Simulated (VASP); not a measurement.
# Ti: single point with PBE

Crystal: Ti.

```
Ti
1.0
    -1.58200    1.58200    1.58200
     1.58200   -1.58200    1.58200
     1.58200    1.58200   -1.58200
Ti
1
Cartesian
  0.0000 0.0000 0.0000
```

```json
{
 "Program": "VASP 6.6.1",
 "Task": "single point",
 "Functional": "PBE",
 "Potentials or basis": "VASP PAW PBE potentials, release 64 (Ti_sv)",
 "Cutoff": "500 eV",
 "k mesh": "8 × 8 × 8",
 "Occupations": "fermi-dirac, width 0.1 eV",
 "Spin": "collinear spin, zero start",
 "Starting moments": "[0.0] μB"
}
```

```yaml
Pressure: 10.6 GPa
Band_gap_on_the_k_mesh: zero (filled and empty bands overlap)
Net_moment: 0.00 μB per cell
Valence_electrons_inside_the_program's_atomic_spheres: Ti 10.38
```

Levels at points of the mesh, in eV from the Fermi level:
Spin up:
| k point | band 2 | band 3 | band 4 | band 5 | band 6 | band 7 | band 8 | band 9 | band 10 | band 11 |
| --- | --- | --- | --- | --- | --- | --- | --- | --- | --- | --- |
| (0.00, 0.00, 0.00) | -32.08 | -32.08 | -32.08 | -6.13 | 1.08 | 1.08 | 1.08 | 3.04 | 3.04 | 18.09 |
| (0.50, 0.00, 0.00) | -32.98 | -32.36 | -32.09 | -2.68 | -0.49 | 1.46 | 3.05 | 3.44 | 4.79 | 9.84 |
| (0.50, 0.50, 0.50) | -32.69 | -32.69 | -32.69 | -2.43 | -2.43 | 4.39 | 4.39 | 4.39 | 9.18 | 9.18 |
Spin down:
```
           k point  band 3  band 4  band 5  band 6  band 7  band 8  band 9  band 10
(0.00, 0.00, 0.00)  -32.08  -32.08   -6.13    1.08    1.08    1.08    3.04     3.04
(0.50, 0.00, 0.00)  -32.36  -32.09   -2.68   -0.49    1.46    3.05    3.44     4.79
(0.50, 0.50, 0.50)  -32.69  -32.69   -2.43   -2.43    4.39    4.39    4.39     9.18
```

Run time: 26 s on 1 thread of Intel Xeon 8259CL, with other jobs on the host, peak memory 0.13 GiB.
